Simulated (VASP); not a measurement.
Write the native input for VASP 6.6.1 that does the following.

| Quantity | Value |
| --- | --- |
| Task | single point |
| Functional | PBE |
| Potentials or basis | VASP PAW PBE potentials, release 64 (Si, C) |
| Cutoff | 520 eV |
| k mesh | 6 × 6 × 4 |
| Occupations | gaussian, width 0.05 eV |
| Spin | no spin polarisation |
| Dipole correction | no |
| Further INCAR settings | ALGO = Normal; EDIFF = 1e-06; NBANDS = 16 |

The structure of SiC lies in POSCAR:

```
SiC
1.0
    3.0759982064      0.0000000000      0.0000000000
   -1.5379991032      2.6638925888      0.0000000000
    0.0000000000      0.0000000000      5.0480000000
Si C
2 2
Direct
    0.3333333333      0.6666666667     -0.0198098257
    0.6666666667      0.3333333333      0.5000000000
    0.3333333333      0.6666666667      0.3850000000
    0.6666666667      0.3333333333      0.8850000000
```

This cell differs from its parent crystal: atom 1 (Si) moved by (+0.000, -0.100) A along [1 1 0] and z.

The input as run:

INCAR

```
SYSTEM = SiC
ALGO = Normal
EDIFF = 1E-6
ENCUT = 520
GGA = PE
ISIF = 2
ISMEAR = 0
LASPH = .TRUE.
LCHARG = .FALSE.
LREAL = .FALSE.
LWAVE = .FALSE.
NBANDS = 16
NELM = 80
PREC = Accurate
SIGMA = 0.05
```

KPOINTS

```
k-points
0
G
  6 6 4
  0 0 0
```

Potentials or basis: VASP PAW PBE potentials, release 64 (Si, C).

Command:

```bash
$ cat potpaw_PBE.64/Si/POTCAR potpaw_PBE.64/C/POTCAR > POTCAR
$ mpirun -np 1 vasp_std > vasp.out
```

It gave:

```json
{"Pressure": "4.6 GPa", "Largest force": "2.709 eV/Å", "Band gap on the k mesh": "2.24 eV, indirect (least direct gap 4.07 eV)"}
```

Caveat: the cell differs from its parent crystal (atom 1 (Si) moved by (+0.000, -0.100) A along [1 1 0] and z); forces of over 1 eV/Å act on the atoms, so gaps and moduli don't describe the material at rest.

It took 10 s on 1 thread of AMD EPYC 7R43 64-Core Processor (Zen 3), with other jobs on the host, peak memory 0.12 GiB.
